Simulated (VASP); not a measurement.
# NbP (I4_1/amd) in VASP: further runs

The runs below take NbP through relaxation of cell and atoms, with PBE.

Everything below comes from runs of VASP 6.6.1. Logs are shortened: lines on timing, memory, paths and dates and some standing lists are left out, and cuts for length are marked.

## Step 1: The cell of the first run

It takes space group I4_1/amd (No. 141, tetragonal). The conventional cell has a = 3.327 Å, b = 3.327 Å, c = 11.386 Å, α = 90.00°, β = 90.00°, γ = 90.00°. Nb (site symmetry -4m2) has 4 P at 2.35 Å within 3.1 Å. P (site symmetry -4m2) has 4 Nb at 2.35 Å within 3.1 Å.

## Step 2: Relaxation of cell and atoms, PBE

INCAR

```
SYSTEM = NbP
ALGO = Normal
EDIFF = 1E-6
EDIFFG = -0.01
ENCUT = 600
GGA = PE
IBRION = 2
ISIF = 3
ISMEAR = -1
ISYM = 0
LASPH = .TRUE.
LCHARG = .FALSE.
LREAL = .FALSE.
LWAVE = .FALSE.
NELM = 80
NSW = 60
PREC = Accurate
SIGMA = 0.1
```

KPOINTS

```
Automatic mesh
0
Gamma
  6 6 6
  0.5 0.5 0.5
```

POSCAR

```
NbP
1.0
    0.0000000000      3.3268650000      0.0000000000
    3.3268650000      0.0000000000      0.0000000000
    1.6634330000      1.6634330000     -5.6931920000
Nb P
2 2
Direct
    0.0000000000      0.0000000000      0.0000000000
    0.7500000000      0.2500000000      0.5000000000
    0.5000000000      0.5000000000      0.0000000000
    0.2500000000      0.7500000000      0.5000000000
```

Potentials or basis: VASP PAW PBE potentials, release 64 (Nb_sv, P).

Command:

```bash
$ cat potpaw_PBE.64/Nb_sv/POTCAR potpaw_PBE.64/P/POTCAR > POTCAR
$ mpirun -np 1 vasp_std > vasp.out
```

OUTCAR:

```text
SYSTEM = NbP
   EDIFF = 1E-6
   EDIFFG = -0.01
   ENCUT = 600
   GGA = PE
   IBRION = 2
   ISIF = 3
   ISMEAR = -1
   ISYM = 0
   LASPH = .TRUE.
   LREAL = .FALSE.
   NELM = 80
   NSW = 60
   PREC = Accurate

 ion  position               nearest neighbor table
   1  0.000  0.000  0.000-   3 2.35   3 2.35   3 2.35   3 2.35
   2  0.750  0.250  0.500-   4 2.35   4 2.35   4 2.35   4 2.35
   3  0.500  0.500  0.000-   1 2.35   1 2.35   1 2.35   1 2.35
   4  0.250  0.750  0.500-   2 2.35   2 2.35   2 2.35   2 2.35

IMPORTANT INFORMATION: All symmetrisations will be switched off!
NOSYMM: (Re-)initialisation of all symmetry stuff for point group C_1.

----------------------------------------------------------------------------------------

                                     Primitive cell

  volume of cell :      63.0124

  direct lattice vectors                    reciprocal lattice vectors
     0.000000000  3.326865000  0.000000000     0.000000000  0.300583282  0.087824221
     3.326865000  0.000000000  0.000000000     0.300583282  0.000000000  0.087824221
     1.663433000  1.663433000 -5.693192000     0.000000000  0.000000000 -0.175648388

  length of vectors
     3.326865000  3.326865000  6.160069305     0.313150767  0.313150767  0.175648388

  position of ions in fractional coordinates (direct lattice)
     0.000000000  0.000000000  0.000000000
     0.750000000  0.250000000  0.500000000
     0.500000000  0.500000000  0.000000000
     0.250000000  0.750000000  0.500000000

  ion indices of the primitive-cell ions
   primitive index   ion index
                 1           1
                 2           2
                 3           3
                 4           4

----------------------------------------------------------------------------------------

 KPOINTS: Automatic mesh

Automatic generation of k-mesh.
 Grid dimensions read from file:
 generate k-points for:    6    6    6

 Generating k-lattice:

  Cartesian coordinates                     Fractional coordinates (reciprocal lattice)
     0.000000000  0.050097214  0.014637370     0.166666667  0.000000000  0.000000000
     0.050097214  0.000000000  0.014637370     0.000000000  0.166666667  0.000000000
     0.000000000  0.000000000 -0.029274731     0.000000000  0.000000000  0.166666667

  Length of vectors
     0.052191795  0.052191795  0.029274731

  Shift w.r.t. Gamma in fractional coordinates (k-lattice)
     0.500000000  0.500000000  0.500000000

 Subroutine IBZKPT returns following result:
 ===========================================
[... 66 lines left out ...]
   IMIX   =      4    mixing-type and parameters
     AMIX     =   0.40;   BMIX     =  1.00
     AMIX_MAG =   1.60;   BMIX_MAG =  1.00
  volume/ion in A,a.u.               =      15.75       106.31
  Fermi-wavevector in a.u.,A,eV,Ry     =   1.358419  2.567039 25.106844  1.845301
  Thomas-Fermi vector in A             =   2.485254
   LORBIT       =      0    0 simple, 1 ext, 2 COOP (PROOUT), +10 PAW based schemes
   GGA     = PE    functional components
   LHFCALC =     F    Hartree Fock is set to
   AEXX    =    0.0000 exact exchange contribution
   IVDW    =     0    specifies the selected vdW correction
   LEPSILON=     F    determine dielectric tensor
   LRPA    =     F    only Hartree local field effects (RPA)
 conjugate gradient relaxation of ions
 non-spin polarized calculation
  energy-cutoff  :      600.00
  volume of cell :       63.01
 maximum number of plane-waves:      2125
   NGX = 13   NGY = 13   NGZ = 25

--------------------------------------- Ionic step        1  -------------------------------------------

 number of electron      35.9999999 magnetization

 Free energy of the ion-electron system (eV)
  ---------------------------------------------------
  ext. energy  EPLUGINS =         0.00000000
  ---------------------------------------------------
  free energy    TOTEN  =       -32.04226512 eV

  energy without entropy =      -31.93167040  energy(sigma->0) =      -31.98696776

------------------------ aborting loop because EDIFF is reached ----------------------------------------

  FORCE on cell =-STRESS in cart. coord.  units (eV):
  Direction    XX          YY          ZZ          XY          YZ          ZX
  --------------------------------------------------------------------------------------
  -------------------------------------------------------------------------------------
  Total       13.2306922     13.2306898     -4.3040124     -0.0000123     -0.0000236     -0.0000222
  in kB      336.4085012    336.4084403   -109.4354208     -0.0003123     -0.0005994     -0.0005639
  external PRESSURE =     187.7938402 kB  Pullay stress =       0.0000000 kB
[... 63 lines left out ...]
--------------------------------------- Ionic step        3  -------------------------------------------

 number of electron      35.9999999 magnetization

 E-fermi :   9.9489     XC(G=0): -11.6383

 val. band max:        9.9434984026   @ k =   0.2500  -0.0833   0.2500
 cond. band min:       9.9748457134   @ k =  -0.2500   0.0833   0.1667
 fundamental gap:      0.0313473108
 Fermi energy:         9.9489407805

 k-point     1 :       0.0833    0.0833    0.0833
  band No.  band energies     occupation
      1     -45.2652      2.00000
      2     -45.2301      2.00000
      3     -21.3988      2.00000
      4     -21.3984      2.00000
      5     -21.3783      2.00000
      6     -21.3751      2.00000
[... 622 lines left out ...]
  FREE ENERGIE OF THE ION-ELECTRON SYSTEM (eV)
  ---------------------------------------------------
  free  energy   TOTEN  =       -32.7377350009 eV

  energy  without entropy=      -32.6252126100  energy(sigma->0) =      -32.68147381

[... ionic steps 4 to 7 ...]

--------------------------------------- Ionic step        8  -------------------------------------------

 number of electron      35.9999997 magnetization

------------------------ aborting loop because EDIFF is reached ----------------------------------------
[... 71 lines left out ...]
--------------------------------------- Ionic step       10  -------------------------------------------

 number of electron      35.9999997 magnetization

 Free energy of the ion-electron system (eV)
  ---------------------------------------------------
  ext. energy  EPLUGINS =         0.00000000
  ---------------------------------------------------
  free energy    TOTEN  =       -32.94010433 eV

  energy without entropy =      -32.82747268  energy(sigma->0) =      -32.88378851

 E-fermi :  10.9865     XC(G=0): -12.0617

 val. band max:       10.9816223055   @ k =  -0.0833   0.4167  -0.2500
 cond. band min:      10.9983802379   @ k =   0.0833   0.4167   0.5000
 fundamental gap:      0.0167579324
 Fermi energy:        10.9864904400

 k-point     1 :       0.0833    0.0833    0.0833
  band No.  band energies     occupation
      1     -43.9820      2.00000
      2     -43.9102      2.00000
      3     -20.1526      2.00000
      4     -20.1467      2.00000
      5     -20.1451      2.00000
      6     -20.0951      2.00000
[... 622 lines left out ...]
  FREE ENERGIE OF THE ION-ELECTRON SYSTEM (eV)
  ---------------------------------------------------
  free  energy   TOTEN  =       -32.9401043343 eV

  energy  without entropy=      -32.8274726780  energy(sigma->0) =      -32.88378851

 reached required accuracy - stopping structural energy minimisation
```

OSZICAR:

```text
N       E                     dE             d eps       ncg     rms          rms(c)
DAV:   1     0.415321942947E+03    0.41532E+03   -0.20784E+04  9504   0.182E+03
DAV:   2     0.467942734562E+00   -0.41485E+03   -0.40697E+03 11506   0.635E+02
DAV:   3    -0.318840654380E+02   -0.32352E+02   -0.31776E+02 17136   0.135E+02
[... 109 lines left out ...]
DAV:   4    -0.329400344792E+02    0.11152E-03   -0.14991E-03 18704   0.240E-01    0.635E-02
DAV:   5    -0.329400514294E+02   -0.16950E-04   -0.43896E-05 12212   0.486E-02    0.486E-02
DAV:   6    -0.329400948260E+02   -0.43397E-04   -0.37706E-05 17424   0.498E-02    0.223E-02
DAV:   7    -0.329401028538E+02   -0.80279E-05   -0.19871E-05 17392   0.379E-02    0.920E-03
DAV:   8    -0.329401044271E+02   -0.15732E-05   -0.25653E-06  8528   0.168E-02    0.331E-03
DAV:   9    -0.329401043343E+02    0.92787E-07   -0.51881E-07  6954   0.824E-03
  10 F= -.32940104E+02 E0= -.32883789E+02  d E =-.909016E-03
```

CONTCAR:

```text
NbP
   1.00000000000000
     0.0000014488121721    3.5185814880902040    0.0000001642128487
     3.5185814092401304    0.0000014476640858    0.0000002391661525
     1.7592915360579240    1.7592916985649900   -5.1672102162536833
  Nb              P
     2     2
Direct
     0.0000000103681499    0.0000000519557335    0.9999999491181377
     0.7500000151527493    0.2499999633220589    0.5000000255773455
     0.4999999844348223    0.4999999983719227    0.0000000006456338
     0.2499999900442785    0.7499999863502848    0.5000000246588830

  0.00000000E+00  0.00000000E+00  0.00000000E+00
  0.00000000E+00  0.00000000E+00  0.00000000E+00
  0.00000000E+00  0.00000000E+00  0.00000000E+00
  0.00000000E+00  0.00000000E+00  0.00000000E+00
```

Run time: 70 min. Hardware: 1 thread of AMD EPYC 7R43 (Zen 3), shared host; peak memory 0.42 GiB.

Results:

```yaml
Free_energy: -32.9401 eV
Relaxed_volume: 15.99 Å³/atom
Relaxed_cell: a = 3.519 Å, b = 3.519 Å, c = 5.735 Å, α = 72.14°, β = 72.14°, γ = 90.00°
Space_group_after_relaxing_to_0.1_Å: I4_1/amd (No. 141)
Energy_gained_by_relaxing: 224.5 meV/atom
Ionic_steps: 10
Pressure_after_relaxing: 0.0 GPa
Band_gap_on_the_k_mesh: zero (bands 18 and 19 overlap by 0.38 eV)
```

The path:
```tsv
step	energy change (eV)	largest force (eV/Å)	pressure (GPa)	volume (Å³)
1	0.0000	0.0000	18.78	63.01
2	0.7972	0.0000	-24.45	80.33
3	-0.6955	0.0000	-6.53	69.33
4	-0.6999	0.0000	-5.25	68.88
5	-0.7000	0.0000	-4.90	68.77
6	-0.8779	0.0000	-1.42	65.23
7	-0.8967	0.0000	0.46	63.94
8	-0.8969	0.0000	0.74	63.76
9	-0.8964	0.0000	-1.00	64.24
10	-0.8978	0.0000	-0.01	63.97
```

Final structure:
```
Nb P
1.0
     0.00000    3.51858    0.00000
     3.51858    0.00000    0.00000
     1.75929    1.75929   -5.16721
Nb P
2 2
Direct
  0.00000 0.00000 0.00000
  0.75000 0.25000 0.50000
  0.50000 0.50000 0.00000
  0.25000 0.75000 0.50000
```

## Step 3: Relaxation of cell and atoms, PBE

INCAR

```
SYSTEM = NbP
ALGO     = Normal         ! electronic algorithm
EDIFF    = 1E-6           ! SCF threshold, eV
EDIFFG   = -0.01          ! ionic threshold
ENCUT    = 600            ! plane-wave cutoff, eV
GGA      = PE             ! functional
IBRION   = 2              ! ionic algorithm
ISIF     = 3              ! what is computed and relaxed
ISMEAR   = -4             ! smearing method
ISYM     = 0            
LASPH    = .TRUE.         ! aspherical terms in the spheres
LCHARG   = .FALSE.        ! write CHGCAR
LREAL    = .FALSE.        ! projectors in reciprocal space
LWAVE    = .FALSE.        ! write WAVECAR
NELM     = 60             ! most SCF steps
NSW      = 60             ! ionic steps
PREC     = Accurate       ! precision mode
SIGMA    = 0.1            ! smearing width, eV
```

KPOINTS

```
k-points
0
G
  6 6 6
  0 0 0
```

POSCAR is that of step 2.

Potentials or basis: VASP PAW PBE potentials, release 64 (Nb_sv, P).

Command:

```bash
$ cat potpaw_PBE.64/Nb_sv/POTCAR potpaw_PBE.64/P/POTCAR > POTCAR
$ mpirun -np 1 vasp_std > vasp.out
```

Run time: 45 min. Hardware: 1 thread of AMD EPYC 7R43 (Zen 3), shared host; peak memory 0.28 GiB.

The run converged. Its results:

```yaml
Free_energy: -32.8748 eV
Relaxed_volume: 16.03 Å³/atom
Relaxed_cell: a = 3.506 Å, b = 3.505 Å, c = 5.777 Å, α = 72.36°, β = 72.34°, γ = 90.03°
Space_group_after_relaxing_to_0.1_Å: I4_1/amd (No. 141)
Energy_gained_by_relaxing: 210.5 meV/atom
Ionic_steps: 10
Pressure_after_relaxing: 0.0 GPa
Band_gap_on_the_k_mesh: zero (bands 18 and 19 overlap by 0.88 eV)
```

Forces in eV/Å, atoms in the order of the input:
```
Nb   0.000  0.000 -0.002
Nb   0.000  0.000  0.002
P    0.002  0.000 -0.002
P   -0.002  0.000  0.002
```

Step by step:
```csv
step,energy change (eV),largest force (eV/Å),pressure (GPa),volume (Å³)
1,0.0000,0.0055,18.43,63.01
2,0.8724,0.0037,-24.37,79.95
3,-0.6694,0.0113,-6.36,69.05
4,-0.6736,0.0059,-4.97,68.62
5,-0.6736,0.0062,-4.62,68.51
6,-0.8295,0.0032,-1.14,65.11
7,-0.8416,0.0036,0.44,64.07
8,-0.8417,0.0036,0.59,63.98
9,-0.8411,0.0024,-0.76,64.35
10,-0.8422,0.0028,0.02,64.13
```

Final structure:
```
Nb P
1.0
    -0.00106    3.50563   -0.00042
     3.50546   -0.00106    0.00018
     1.75195    1.75295   -5.21891
Nb P
2 2
Cartesian
  0.0004 0.0002 -0.0002
  1.7512 3.5052 -2.6095
  1.7523 1.7522 -0.0002
  3.5047 1.7522 -2.6094
```

Levels at points of the mesh, in eV from the Fermi level:
```tsv
k point	band 14	band 15	band 16	band 17	band 18	band 19	band 20	band 21	band 22
(0.00, 0.00, 0.00)	-1.68	-1.68	-1.36	-1.35	-0.67	-0.65	0.26	1.31	1.31
(0.50, 0.00, 0.00)	-4.62	-3.83	-1.72	-0.01	0.17	1.60	2.05	2.11	2.48
(0.00, 0.50, 0.50)	-4.62	-3.83	-1.72	-0.02	0.18	1.60	2.05	2.11	2.48
(0.50, 0.00, 0.50)	-4.62	-3.83	-1.71	-0.02	0.18	1.60	2.05	2.11	2.48
(0.00, 0.50, 0.00)	-4.62	-3.84	-1.72	-0.02	0.18	1.60	2.05	2.11	2.48
(0.50, 0.50, 0.00)	-3.80	-2.39	-2.39	-1.39	-1.39	1.89	1.89	2.00	2.00
(0.50, 0.50, 0.50)	-3.80	-2.39	-2.38	-1.39	-1.39	1.89	1.89	2.00	2.00
(0.00, 0.00, 0.50)	-2.36	-1.74	-1.73	-1.08	-1.08	-0.24	-0.24	0.24	0.24
```
